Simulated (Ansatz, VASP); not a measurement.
Two plane-wave programs on Al2Au

INCAR

```
SYSTEM = Al2Au
ALGO = Fast ; EDIFF = 1E-6
ENCUT = 520 ; GGA = PS
ISIF = 2 ; ISMEAR = 0
LASPH = .True. ; LCHARG = .False.
LREAL = .False. ; LWAVE = .False.
NBANDS = 16 ; NELM = 100
PREC = Accurate ; SIGMA = 0.1
```

KPOINTS

```
k-points
0
Gamma
  12 12 10
  0 0 0
```

The input POSCAR:

```
Al2Au
1.0
   -0.0383700000      2.9460000000      2.9108400000
    2.9304600000     -0.0117000000      2.8841700000
    3.0120900000      3.0009600000     -0.0933300000
Al Au
2 1
Direct
    0.3074250000      0.1926550000      0.1986616667
    0.7063933333      0.7982100000      0.7519533333
   -0.0138183333      0.0091350000      0.0493850000
```

Input for Ansatz:

```yaml
crystal:
  lattice:
    - [-0.03837, 2.946, 2.91084]
    - [2.93046, -0.0117, 2.88417]
    - [3.01209, 3.00096, -0.09333]
  atoms:
    - { symbol: Al, position: [0.307425, 0.192655, 0.1986616667] }
    - { symbol: Al, position: [0.7063933333, 0.79821, 0.7519533333] }
    - { symbol: Au, position: [-0.0138183333, 0.009135, 0.049385] }
basis:
  ecutwfc: 420
kpoints:
  mp_grid: { grid: [12, 12, 10] }
hamiltonian:
  xc: pbesol
scf:
  occupations: { method: gaussian, width: 0.1 }
output:
  forces: true
  stress: true
  eigenvalues: true
  populations: true
```

Change from the starting cell: all atoms moved at random, cell strained at random.

Alike in both runs: task single point; functional PBEsol; k mesh 12 × 12 × 10; occupations gaussian, width 0.1 eV; no spin polarisation.

|  | VASP | Ansatz |
| --- | --- | --- |
| version | VASP 6.6.1 | Ansatz 0.2.0 |
| potentials or method | VASP PAW PBE potentials, release 64 (Al, Au), cutoff 520 eV | scalar-relativistic, plane waves, PAW |
| valence electrons in the cell | 17 | 25 |

```tsv
	VASP	Ansatz	Ansatz less VASP
gap on the k mesh at the Fermi level (eV)	none	none	-
pressure (GPa)	13.6	13.8	+0.13
traceless stress, the component that is largest in VASP (GPa)	15.17	15.17	+0.002
rms of the force components (eV/Å)	1.740	1.736	-0.0046
```

VASP's potentials were made for PBE, not for PBEsol. Atom by atom the forces differ by 0.005 eV/Å (rms over components). A gap of «none» marks a metal or a gap that the smearing closes. The functional is the same, so the differences come from potentials, cutoffs and numerics. VASP's potentials hold 17 valence electrons a cell and Ansatz's 25, so a difference there can come from the potentials and not from the codes.

Neither program's run includes spin-orbit coupling.
